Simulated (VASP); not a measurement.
# Al30Ga (a cell with a defect) in VASP: single point with PBEsol

Aim: the single point of Al30Ga (a cell with a defect) with PBEsol.

Program: VASP 6.6.1. These are calculated values, not measurements. Logs are shortened: lines on timing, memory, paths and dates and some standing lists are left out, and cuts for length are marked.

## Step 1: The cell of the first run

The cell holds a defect, 31 atoms: a = 8.100 Å, b = 8.100 Å, c = 8.100 Å, α = 90.00°, β = 90.00°, γ = 90.00°.

## Step 2: Single point, PBEsol

File INCAR:

```
  PREC = Accurate
  ENCUT = 520
  EDIFF = 1E-6
  ISMEAR = 0
  SIGMA = 0.15
  LREAL = Auto
  LASPH = True
  NELM = 80
  ALGO = Normal
  ISIF = 2
  LWAVE = False
  LCHARG = True
  GGA = PS
  LELF = True
  LVHAR = True
  NBANDS = 72
```

File KPOINTS:

```
Automatic mesh
0
Gamma
  3 3 3
```

File POSCAR:

```
Al30Ga
1.0
    8.1000000000      0.0000000000      0.0000000000
    0.0000000000      8.1000000000      0.0000000000
    0.0000000000      0.0000000000      8.1000000000
Al Ga
30 1
Direct
    0.5044880247      0.0025808642      0.0004034568
    0.7443916049     -0.0064440741      0.2652792593
    0.2460534568      0.2463348148      0.0004458025
    0.5017616049      0.4979812346      0.0004176543
    0.7534181481      0.7536500000      0.0004025926
    0.2467948148     -0.0019243210      0.2471795062
    0.5038025926      0.2508817284      0.2470897531
    0.7489141975      0.4959558025      0.2471812346
    0.4925762963     -0.0016332099      0.5003604938
    0.7488609877      0.2509170370      0.5004150617
    0.7442708642     -0.0065665432      0.7354450617
   -0.0028274074      0.4952160494      0.0004464198
    0.2488170370      0.7509233333      0.0004188889
    0.0063925926      0.2555569136      0.2655140741
    0.2513423457      0.5005075309      0.2513023457
    0.4993565432      0.7485203704      0.2513597531
    0.0017550617     -0.0019744444      0.5004159259
    0.2581177778      0.2505840741      0.5004714815
    0.5006048148      0.4992259259      0.5004258025
    0.7492023457      0.7417361728      0.5003619753
    0.2468361728     -0.0019058025      0.7536358025
    0.5038608642      0.2508928395      0.7537734568
    0.7489308642      0.4959988889      0.7536343210
    0.0017219753      0.7529611111      0.2470877778
    0.0014223457      0.5072796296      0.5004703704
    0.2500637037      0.7497659259      0.5004233333
    0.0062862963      0.2554481481      0.7354208642
    0.2512886420      0.5004502469      0.7495795062
    0.4992830864      0.7484432099      0.7494309877
    0.0017313580      0.7530225926      0.7537754321
    0.8752546914      0.1244153086      0.0003387654
```

Potentials or basis: VASP PAW PBE potentials, release 64 (Al, Ga_d).

The run is started by

```
$ cat potpaw_PBE.64/Al/POTCAR potpaw_PBE.64/Ga_d/POTCAR > POTCAR
$ mpirun -np 1 vasp_std > vasp.out
```

OUTCAR:

```text
PREC = Accurate
   ENCUT = 520
   EDIFF = 1E-6
   ISMEAR = 0
   LREAL = Auto
   LASPH = True
   NELM = 80
   ISIF = 2
   GGA = PS

 ion  position               nearest neighbor table
   1  0.504  0.003  0.000-  22 2.83   7 2.84   5 2.85   3 2.88  21 2.89   6 2.89  16 2.89  29 2.89
                            11 2.90   2 2.90  13 2.91
   2  0.744  0.994  0.265-  31 2.62   9 2.79  20 2.79  16 2.81  10 2.82  17 2.82   7 2.86  24 2.86
                             1 2.90   5 2.90  14 3.00
   3  0.246  0.246  0.000-   6 2.84  21 2.84  12 2.85   1 2.88   7 2.89  22 2.89  28 2.89  15 2.89
                            14 2.90  27 2.90   4 2.91
   4  0.502  0.498  0.000-  22 2.83   7 2.83   8 2.83  23 2.83  15 2.87  28 2.87  29 2.87  16 2.87
                            13 2.90   5 2.91   3 2.91
   5  0.753  0.754  0.000-  30 2.83  24 2.84   1 2.85  12 2.88  23 2.89   8 2.89  16 2.89  29 2.89
                            11 2.90   2 2.90   4 2.91
   6  0.247  0.998  0.247-  24 2.81  13 2.83   3 2.84  17 2.85  14 2.86   9 2.86  26 2.87  16 2.88
                             1 2.89  18 2.90   7 2.92
   7  0.504  0.251  0.247-   8 2.81   4 2.83   1 2.84  10 2.85   2 2.86  18 2.86  19 2.87  15 2.88
                             3 2.89   9 2.90   6 2.92
   8  0.749  0.496  0.247-   7 2.81   4 2.83  12 2.84  10 2.85  14 2.86  20 2.86  19 2.87  16 2.88
                             5 2.89  25 2.90  24 2.92
   9  0.493  0.998  0.500-  18 2.79  11 2.79   2 2.79  26 2.81  16 2.86   6 2.86  21 2.86  29 2.86
[... 28 lines left out ...]
                             5 2.89  25 2.90  30 2.92
  24  0.002  0.753  0.247-   6 2.81  13 2.83   5 2.84  17 2.85   2 2.86  25 2.86  26 2.87  15 2.88
                            12 2.89  20 2.90   8 2.92
  25  0.001  0.507  0.500-  20 2.79  14 2.79  27 2.79  26 2.81  28 2.86  30 2.86  24 2.86  15 2.86
                            23 2.90   8 2.90  10 2.91  18 2.94
  26  0.250  0.750  0.500-   9 2.81  25 2.81  17 2.84  29 2.85  16 2.85  15 2.85  28 2.86  19 2.87
                            21 2.87   6 2.87  24 2.87  30 2.87
  27  0.006  0.255  0.735-  31 2.62  18 2.79  25 2.79  28 2.81  17 2.82  10 2.82  21 2.86  23 2.86
                             3 2.90  12 2.90  11 3.00
  28  0.251  0.500  0.750-  27 2.81  29 2.84  19 2.86  26 2.86  18 2.86  25 2.86   4 2.87  13 2.87
                            22 2.88  30 2.88   3 2.89  12 2.89
  29  0.499  0.748  0.749-  11 2.81  28 2.84  19 2.85  26 2.85  20 2.86   9 2.86   4 2.87  13 2.87
                            23 2.88  21 2.88   5 2.89   1 2.89
  30  0.002  0.753  0.754-  21 2.81  13 2.83   5 2.83  17 2.85  11 2.86  25 2.86  26 2.87  28 2.88
                            12 2.89  20 2.90  23 2.92
  31  0.875  0.124  0.000-   2 2.62  11 2.62  27 2.62  14 2.62

  LATTYP: Found a simple cubic cell.
 ALAT       =     8.1000000000

  Lattice vectors:

 A1 = (   8.1000000000,   0.0000000000,   0.0000000000)
 A2 = (   0.0000000000,   8.1000000000,   0.0000000000)
 A3 = (   0.0000000000,   0.0000000000,   8.1000000000)

Analysis of symmetry for initial positions (statically):
=====================================================================
 Subroutine PRICEL returns:
 Original cell was already a primitive cell.

 Routine SETGRP: Setting up the symmetry group for a
 simple cubic supercell.

 Subroutine GETGRP returns: Found  2 space group operations
 (whereof  1 operations were pure point group operations)
 out of a pool of 48 trial point group operations.

The static configuration has the point symmetry C_1 .
 The point group associated with its full space group is C_1h.

Analysis of symmetry for dynamics (positions and initial velocities):
=====================================================================
 Subroutine PRICEL returns:
 Original cell was already a primitive cell.

 Routine SETGRP: Setting up the symmetry group for a
 simple cubic supercell.

 Subroutine GETGRP returns: Found  2 space group operations
 (whereof  1 operations were pure point group operations)
 out of a pool of 48 trial point group operations.

The dynamic configuration has the point symmetry C_1 .
 The point group associated with its full space group is C_1h.

 Subroutine INISYM returns: Found  2 space group operations
 (whereof  1 operations are pure point group operations),
 and found     1 'primitive' translations

----------------------------------------------------------------------------------------

                                     Primitive cell

  volume of cell :     531.4410

  direct lattice vectors                    reciprocal lattice vectors
     8.100000000  0.000000000  0.000000000     0.123456790  0.000000000  0.000000000
     0.000000000  8.100000000  0.000000000     0.000000000  0.123456790  0.000000000
[... 85 lines left out ...]
     0.000000000  0.000000000  0.041152263     0.000000000  0.000000000  0.333333333

  Length of vectors
     0.041152263  0.041152263  0.041152263

  Shift w.r.t. Gamma in fractional coordinates (k-lattice)
     0.000000000  0.000000000  0.000000000

 Subroutine IBZKPT returns following result:
 ===========================================

 Found     10 irreducible k-points:

 Following reciprocal coordinates:
            Coordinates               Weight
  0.000000  0.000000  0.000000      1.000000
  0.333333  0.000000  0.000000      4.000000
  0.000000  0.000000  0.333333      2.000000
  0.333333  0.333333  0.000000      2.000000
  0.000000  0.333333  0.333333      4.000000
 -0.333333  0.333333  0.000000      2.000000
 -0.333333  0.000000  0.333333      4.000000
  0.333333  0.333333  0.333333      2.000000
 -0.333333  0.333333  0.333333      4.000000
 -0.333333 -0.333333  0.333333      2.000000
   k-points           NKPTS =     10   k-points in BZ     NKDIM =     10   number of bands    NBANDS=     72
   number of dos      NEDOS =    301   number of ions     NIONS =     31
   total plane-waves  NPLWV = 216000
   dimension x,y,z NGX =    60 NGY =   60 NGZ =   60
   dimension x,y,z NGXF=   120 NGYF=  120 NGZF=  120
   ions per type =              30   1
   NGX,Y,Z   is equivalent  to a cutoff of  12.31, 12.31, 12.31 a.u.
   NGXF,Y,Z  is equivalent  to a cutoff of  24.63, 24.63, 24.63 a.u.
 SYSTEM =  unknown system
   PREC   = accura    normal or accurate (medium, high low for compatibility)
   ISTART =      0    job   : 0-new  1-cont  2-samecut
   ICHARG =      2    charge: 1-file 2-atom 10-const
   ISPIN  =      1    spin polarized calculation?
   LNONCOLLINEAR =      F non collinear calculations
   LSORBIT =      F    spin-orbit coupling
   LASPH  =      T    aspherical Exc in radial PAW
   ENCUT  =  520.0 eV  38.22 Ry    6.18 a.u.  15.06 15.06 15.06*2*pi/ulx,y,z
   NELM   =     80;   NELMIN=  2; NELMDL= -5     # of ELM steps
   EDIFF  = 0.1E-05   stopping-criterion for ELM
   LREAL  =      T    real-space projection
   EDIFFG = 0.1E-04   stopping-criterion for IOM
   NSW    =      0    number of steps for IOM
   IBRION =     -1    ionic relax: 0-MD 1-quasi-New 2-CG
   NFREE  =      0    steps in history (QN), initial steepest desc. (CG)
   ISIF   =      2    stress and relaxation
   ISYM   =      2    0-nonsym 1-usesym 2-fastsym
   POTIM  = 0.5000    time-step for ionic-motion
   TEBEG  =    0.0;   TEEND  =   0.0 temperature during run
   PSTRESS=    0.0 pullay stress
   NELECT =     103.0000    total number of electrons
   NUPDOWN=      -1.0000    fix difference up-down
   EMIN   =  10.00;   EMAX   =-10.00  energy-range for DOS
   EFERMI =   0.00;   METHOD = LEGACY
   ISMEAR =     0;   SIGMA  =   0.15  broadening in eV -4-tet -1-fermi 0-gaus
   EFERMI_NEDOS =   21; number of points for ismear=-14 and -15
   IALGO  =     38    algorithm
   IMIX   =      4    mixing-type and parameters
     AMIX     =   0.40;   BMIX     =  1.00
     AMIX_MAG =   1.60;   BMIX_MAG =  1.00
  volume/ion in A,a.u.               =      17.14       115.69
  Fermi-wavevector in a.u.,A,eV,Ry     =   0.947405  1.790335 12.212259  0.897576
  Thomas-Fermi vector in A             =   2.075495
   LORBIT       =      0    0 simple, 1 ext, 2 COOP (PROOUT), +10 PAW based schemes
   GGA     = PS    functional components
   LHFCALC =     F    Hartree Fock is set to
   AEXX    =    0.0000 exact exchange contribution
   IVDW    =     0    specifies the selected vdW correction
   LEPSILON=     F    determine dielectric tensor
   LRPA    =     F    only Hartree local field effects (RPA)
 non-spin polarized calculation
 Gauss-broadening in eV      SIGMA  =   0.15
  energy-cutoff  :      520.00
  volume of cell :      531.44
 maximum number of plane-waves:     14358
   NGX = 31   NGY = 31   NGZ = 31

 number of electron     103.0000020 magnetization

 Free energy of the ion-electron system (eV)
  ---------------------------------------------------
  ext. energy  EPLUGINS =         0.00000000
  ---------------------------------------------------
  free energy    TOTEN  =      -125.34763696 eV

  energy without entropy =     -125.19805609  energy(sigma->0) =     -125.27284653

 E-fermi :   7.3753     XC(G=0): -10.1434

 val. band max:        7.3682501154   @ k =  -0.3333  -0.3333   0.3333
 cond. band min:       7.3828246428   @ k =   0.3333   0.0000   0.0000
 fundamental gap:      0.0145745274
 Fermi energy:         7.3752768476

 k-point     1 :       0.0000    0.0000    0.0000
  band No.  band energies     occupation
      1      -7.4987      2.00000
      2      -7.4950      2.00000
      3      -7.4767      2.00000
      4      -7.4559      2.00000
      5      -7.4492      2.00000
      6      -3.4698      2.00000
[... 649 lines left out ...]
     62       9.1637      0.00000
     63       9.3675      0.00000
 [bands above 63 left out]

------------------------ aborting loop because EDIFF is reached ----------------------------------------

  FORCE on cell =-STRESS in cart. coord.  units (eV):
  Direction    XX          YY          ZZ          XY          YZ          ZX
  --------------------------------------------------------------------------------------
  -------------------------------------------------------------------------------------
  Total       -7.6565772     -7.6565772     -5.4587731      0.9954781     -0.0021902     -0.0021902
  in kB      -23.0828904    -23.0828904    -16.4569963      3.0011468     -0.0066031     -0.0066031
  external PRESSURE =     -20.8742590 kB  Pullay stress =       0.0000000 kB

 VOLUME and BASIS-vectors are now :
 -----------------------------------------------------------------------------
  energy-cutoff  :      520.00
  volume of cell :      531.44
      direct lattice vectors                 reciprocal lattice vectors
     8.100000000  0.000000000  0.000000000     0.123456790  0.000000000  0.000000000
     0.000000000  8.100000000  0.000000000     0.000000000  0.123456790  0.000000000
     0.000000000  0.000000000  8.100000000     0.000000000  0.000000000  0.123456790

 POSITION                                       TOTAL-FORCE (eV/Angst)
 -----------------------------------------------------------------------------------
      4.08635      0.02091      0.00327        -0.002673      0.002766     -0.000714
      6.02957      8.04780      2.14876         0.003695      0.003695      0.002070
      1.99303      1.99531      0.00361         0.002571     -0.004412     -0.000457
      4.06427      4.03365      0.00338         0.004798     -0.001347      0.001478
      6.10269      6.10457      0.00326         0.002766     -0.002673     -0.000714
      1.99904      8.08441      2.00215         0.001442      0.002643     -0.006172
[... 23 lines left out ...]
      0.01402      6.09948      6.10558        -0.003350     -0.001088      0.000592
      7.08956      1.00776      0.00274         0.003945      0.003945      0.004662
 -----------------------------------------------------------------------------------
    total drift:                               -0.001254      0.005873      0.003150

  FREE ENERGIE OF THE ION-ELECTRON SYSTEM (eV)
  ---------------------------------------------------
  free  energy   TOTEN  =      -125.3476369629 eV

  energy  without entropy=     -125.1980560873  energy(sigma->0) =     -125.27284653
```

Run time: 8.5 min. Hardware: 1 thread of Intel Xeon Platinum 8375C at 2.90GHz (Ice Lake), shared host; peak memory 0.6 GiB.

Results:

```yaml
Free_energy: -125.3476 eV
Pressure: -2.1 GPa
Largest_force: 0.015 eV/Å
```

Forces in eV/Å, atoms in the order of the input:
```
Al  -0.003  0.003 -0.001
Al   0.004  0.004  0.002
Al   0.003 -0.004  0.000
Al   0.005 -0.001  0.001
Al   0.003 -0.003 -0.001
Al   0.001  0.003 -0.006
Al   0.000 -0.002 -0.003
Al   0.003  0.001 -0.006
Al   0.001  0.001  0.000
Al  -0.002  0.000  0.001
Al   0.005  0.005 -0.002
Al  -0.004  0.003  0.000
Al  -0.001  0.005  0.001
Al  -0.009 -0.009 -0.008
Al   0.004  0.004  0.006
Al  -0.005 -0.005  0.001
Al   0.000 -0.002  0.001
Al   0.001  0.002 -0.001
Al  -0.004 -0.001  0.003
Al   0.001  0.001  0.000
Al   0.001  0.003  0.005
Al  -0.001 -0.003  0.001
Al   0.003  0.001  0.005
Al  -0.002  0.000 -0.003
Al   0.002  0.001 -0.001
Al  -0.001 -0.004  0.003
Al  -0.005 -0.005  0.001
Al   0.006  0.006 -0.004
Al  -0.005 -0.005 -0.001
Al  -0.003 -0.001  0.001
Ga   0.004  0.004  0.005
```

Stress tensor (GPa, compression positive):
```
-2.31  0.30  0.00
 0.30 -2.31  0.00
 0.00  0.00 -1.65
```

Levels at points of the mesh, in eV from the Fermi level:
| k point | band 48 | band 49 | band 50 | band 51 | band 52 | band 53 | band 54 | band 55 | band 56 | band 57 |
| --- | --- | --- | --- | --- | --- | --- | --- | --- | --- | --- |
| (0.00, 0.00, 0.00) | -0.33 | -0.33 | -0.16 | 0.12 | 0.39 | 0.48 | 0.56 | 0.58 | 0.60 | 1.18 |

Caveat: the PAW data sets were made with another functional, which shifts forces and pressure a little.
